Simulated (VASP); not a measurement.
# BaBe2 (C2/c) in VASP: single point with PBE

Aim: the single point of BaBe2 with PBE.

All numbers are computed with VASP 6.6.1; they aren't measurements. Logs are shortened: lines on timing, memory, paths and dates and some standing lists are left out, and cuts for length are marked.

**1. The cell of the first run**

The structure is monoclinic, space group C2/c (No. 15). Conventional cell: a = 7.279 Å, b = 9.581 Å, c = 4.247 Å, α = 90.00°, β = 101.52°, γ = 90.00°. Ba (site symmetry 2) has 12 Be at 3.30 to 4.33 Å and 6 Ba at 4.03 to 4.25 Å within 4.4 Å. Within 2.8 Å of Be (site symmetry 1) lie 4 Be at 2.12 to 2.13 Å.

**2. Single point, PBE**

Contents of INCAR:

```
SYSTEM = BaBe2
  ALGO = Fast
  EDIFF = 1E-6
  ENCUT = 520
  GGA = PE
  ISIF = 2
  ISMEAR = 0
  LASPH = .TRUE.
  LCHARG = .FALSE.
  LREAL = .FALSE.
  LWAVE = .FALSE.
  NBANDS = 23
  NELM = 80
  PREC = Accurate
  SIGMA = 0.1
```

Contents of KPOINTS:

```
k-points
0
G
  8 8 10
  0 0 0
```

Contents of POSCAR:

```
BaBe2
1.0
    3.6392354868     -4.7904369484      0.0334429327
    3.6392354868      4.7904369484      0.0334429327
   -0.8864315513      0.0000000000      4.1534197208
Ba Be
2 4
Direct
    0.3149955514      0.6850044486      0.7500000000
    0.6850044486      0.3149955514      0.2500000000
    0.1173414055      0.1400535903      0.9194083398
    0.1400535903      0.1173414055      0.4194083398
    0.8826585945      0.8599464097      0.0805916602
    0.8599464097      0.8826585945      0.5805916602
```

Potentials or basis: VASP PAW PBE potentials, release 64 (Ba_sv, Be).

Launch:

```
$ cat potpaw_PBE.64/Ba_sv/POTCAR potpaw_PBE.64/Be/POTCAR > POTCAR
$ mpirun -np 1 vasp_std > vasp.out
```

OUTCAR:

```text
SYSTEM = BaBe2
   EDIFF = 1E-6
   ENCUT = 520
   GGA = PE
   ISIF = 2
   ISMEAR = 0
   LASPH = .TRUE.
   LREAL = .FALSE.
   NELM = 80
   PREC = Accurate

 ion  position               nearest neighbor table
   1  0.315  0.685  0.750-   3 3.30   6 3.30   5 3.36   4 3.36   3 3.37   6 3.37   5 3.44   4 3.44
                             2 4.03   2 4.03   2 4.13   2 4.13   2 4.73   2 4.73
   2  0.685  0.315  0.250-   4 3.30   5 3.30   6 3.36   3 3.36   5 3.37   4 3.37   3 3.44   6 3.44
                             1 4.03   1 4.03   1 4.13   1 4.13   1 4.73   1 4.73
   3  0.117  0.140  0.919-   6 2.12   5 2.13   4 2.13   4 2.13   1 3.30   2 3.36   1 3.37   2 3.44

   4  0.140  0.117  0.419-   5 2.12   6 2.13   3 2.13   3 2.13   2 3.30   1 3.36   2 3.37   1 3.44

   5  0.883  0.860  0.081-   4 2.12   3 2.13   6 2.13   6 2.13   2 3.30   1 3.36   2 3.37   1 3.44

   6  0.860  0.883  0.581-   3 2.12   4 2.13   5 2.13   5 2.13   1 3.30   2 3.36   1 3.37   2 3.44

  LATTYP: Found a base centered monoclinic cell.
 ALAT       =     7.2787782926
 B/A-ratio  =     1.3162750000
 C/A-ratio  =     0.5834713330
 COS(beta)  =    -0.1997259187

  Lattice vectors:

 A1 = (   3.6392354868,  -4.7904369484,   0.0334429327)
 A2 = (   3.6392354868,   4.7904369484,   0.0334429327)
 A3 = (  -0.8864315513,   0.0000000000,   4.1534197208)

Analysis of symmetry for initial positions (statically):
=====================================================================
 Subroutine PRICEL returns:
 Original cell was already a primitive cell.

 Routine SETGRP: Setting up the symmetry group for a
 base centered monoclinic supercell.

 Subroutine GETGRP returns: Found  4 space group operations
 (whereof  2 operations were pure point group operations)
 out of a pool of  4 trial point group operations.

The static configuration has the point symmetry S_2 .
 The point group associated with its full space group is C_2h.

Analysis of symmetry for dynamics (positions and initial velocities):
=====================================================================
 Subroutine PRICEL returns:
 Original cell was already a primitive cell.

 Routine SETGRP: Setting up the symmetry group for a
 base centered monoclinic supercell.

 Subroutine GETGRP returns: Found  4 space group operations
 (whereof  2 operations were pure point group operations)
 out of a pool of  4 trial point group operations.

The dynamic configuration has the point symmetry S_2 .
 The point group associated with its full space group is C_2h.

 Subroutine INISYM returns: Found  4 space group operations
 (whereof  2 operations are pure point group operations),
[... 109 lines left out ...]
   NFREE  =      0    steps in history (QN), initial steepest desc. (CG)
   ISIF   =      2    stress and relaxation
   ISYM   =      2    0-nonsym 1-usesym 2-fastsym
   POTIM  = 0.5000    time-step for ionic-motion
   TEBEG  =    0.0;   TEEND  =   0.0 temperature during run
   PSTRESS=    0.0 pullay stress
   NELECT =      28.0000    total number of electrons
   NUPDOWN=      -1.0000    fix difference up-down
   EMIN   =  10.00;   EMAX   =-10.00  energy-range for DOS
   EFERMI =   0.00;   METHOD = LEGACY
   ISMEAR =     0;   SIGMA  =   0.10  broadening in eV -4-tet -1-fermi 0-gaus
   EFERMI_NEDOS =   21; number of points for ismear=-14 and -15
   IALGO  =     68    algorithm
   IMIX   =      4    mixing-type and parameters
     AMIX     =   0.40;   BMIX     =  1.00
     AMIX_MAG =   1.60;   BMIX_MAG =  1.00
  volume/ion in A,a.u.               =      24.18       163.20
  Fermi-wavevector in a.u.,A,eV,Ry     =   0.946027  1.787732 12.176765  0.894967
  Thomas-Fermi vector in A             =   2.073985
   LORBIT       =      0    0 simple, 1 ext, 2 COOP (PROOUT), +10 PAW based schemes
   GGA     = PE    functional components
   LHFCALC =     F    Hartree Fock is set to
   AEXX    =    0.0000 exact exchange contribution
   IVDW    =     0    specifies the selected vdW correction
   LEPSILON=     F    determine dielectric tensor
   LRPA    =     F    only Hartree local field effects (RPA)
 non-spin polarized calculation
 RMM-DIIS sequential band-by-band and
 Gauss-broadening in eV      SIGMA  =   0.10
  energy-cutoff  :      520.00
  volume of cell :      145.10
 maximum number of plane-waves:      3930
 NGX is ok and might be reduce to    48
   NGX = 23   NGY = 23   NGZ = 15

 number of electron      28.0000001 magnetization

 Free energy of the ion-electron system (eV)
  ---------------------------------------------------
  ext. energy  EPLUGINS =         0.00000000
  ---------------------------------------------------
  free energy    TOTEN  =       -17.00586547 eV

  energy without entropy =      -16.98666874  energy(sigma->0) =      -16.99626710

 E-fermi :   2.4478     XC(G=0):  -8.5186

 val. band max:        2.4466656319   @ k =   0.3750   0.1250   0.5000
 cond. band min:       2.4522668031   @ k =  -0.1250   0.3750   0.2000
 fundamental gap:      0.0056011712
 Fermi energy:         2.4478335015

 k-point     1 :       0.0000    0.0000    0.0000
  band No.  band energies     occupation
      1     -25.6671      2.00000
      2     -25.5754      2.00000
      3     -11.1551      2.00000
      4     -10.9941      2.00000
      5     -10.7883      2.00000
      6     -10.7026      2.00000
[... 613 lines left out ...]
     22       6.6854      0.00000
     23       7.2135      0.00000

 [... further k-points ...]

------------------------ aborting loop because EDIFF is reached ----------------------------------------

  FORCE on cell =-STRESS in cart. coord.  units (eV):
  Direction    XX          YY          ZZ          XY          YZ          ZX
  --------------------------------------------------------------------------------------
  -------------------------------------------------------------------------------------
  Total        0.2744707      0.3481027      0.1916741      0.0000000      0.0000000      0.0062985
  in kB        3.0306418      3.8436691      2.1164205      0.0000000      0.0000000      0.0695463
  external PRESSURE =       2.9969105 kB  Pullay stress =       0.0000000 kB

 VOLUME and BASIS-vectors are now :
 -----------------------------------------------------------------------------
  energy-cutoff  :      520.00
  volume of cell :      145.10
      direct lattice vectors                 reciprocal lattice vectors
     3.639235487 -4.790436948  0.033442933     0.137122562 -0.104374612  0.029264985
     3.639235487  4.790436948  0.033442933     0.137122562  0.104374612  0.029264985
    -0.886431551  0.000000000  4.153419721    -0.002208195  0.000000000  0.240294180

 POSITION                                       TOTAL-FORCE (eV/Angst)
 -----------------------------------------------------------------------------------
      2.97441      1.77250      3.14851        -0.000000     -0.017188     -0.000000
      3.41763     -1.77250      1.07180         0.000000      0.017188     -0.000000
      0.12173      0.10880      3.82730        -0.001343      0.008959     -0.002081
      0.56494     -0.10880      1.75059        -0.001343     -0.008959     -0.002081
      6.27031     -0.10880      0.39301         0.001343     -0.008959      0.002081
      5.82710      0.10880      2.46972         0.001343      0.008959      0.002081
 -----------------------------------------------------------------------------------
    total drift:                               -0.000000     -0.000000     -0.000000

  FREE ENERGIE OF THE ION-ELECTRON SYSTEM (eV)
  ---------------------------------------------------
  free  energy   TOTEN  =       -17.0058654673 eV

  energy  without entropy=      -16.9866687378  energy(sigma->0) =      -16.99626710
```

It took 22 min on 1 thread of Oxide Virtual Turin-like, shared host; peak memory 0.62 GiB.

Results:

```
Free energy            : -17.0059 eV
Pressure               : 0.3 GPa
Largest force          : 0.017 eV/Å
Band gap on the k mesh : zero (bands 14 and 15 overlap by 0.56 eV)
```

Forces on the atoms (eV/Å):
```
Ba   0.000 -0.017  0.000
Ba   0.000  0.017  0.000
Be  -0.001  0.009 -0.002
Be  -0.001 -0.009 -0.002
Be   0.001 -0.009  0.002
Be   0.001  0.009  0.002
```

Caveat: spin-orbit coupling is left out, which moves the levels of the heavy elements.
